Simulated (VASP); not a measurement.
The system is Re.

```
Re
1.0
     2.73815    0.00000    0.00000
    -1.36907    2.37130    0.00000
     0.00000    0.00000    4.41691
Re
2
Direct
  0.33333 0.66667 0.25000
  0.66667 0.33333 0.75000
```

Base run:

```yaml
Program: VASP 6.6.1
Functional: LDA
Potentials_or_basis: VASP PAW LDA potentials, release 64 (Re)
Cutoff: 520 eV
k_mesh: 14 × 14 × 8
Occupations: fermi-dirac, width 0.1 eV
Spin: no spin polarisation
```

Its results: band gap on the k mesh zero (band 7 reaches 9.77 eV, above the bottom of band 8 at 6.36 eV); pressure 1.6 GPa.

Task: The run is repeated on the same cell with these changes: potentials or basis from VASP PAW LDA potentials, release 64 (Re) to VASP PAW LDA potentials, release 64 (Re_sv_GW); cutoff from 520 eV to 500 eV; further incar settings from ALGO = Normal; EDIFF = 1e-06; NBANDS = 14 to ALGO = Normal; EDIFF = 1e-06; NBANDS = 22; valence electrons from 14 to 30. What comes out?

Result: Band gap on the k mesh zero (band 15 reaches 14.82 eV, above the bottom of band 16 at 11.43 eV); pressure -0.9 GPa.

Caveats: spin-orbit coupling is left out, which moves the levels of the heavy elements.
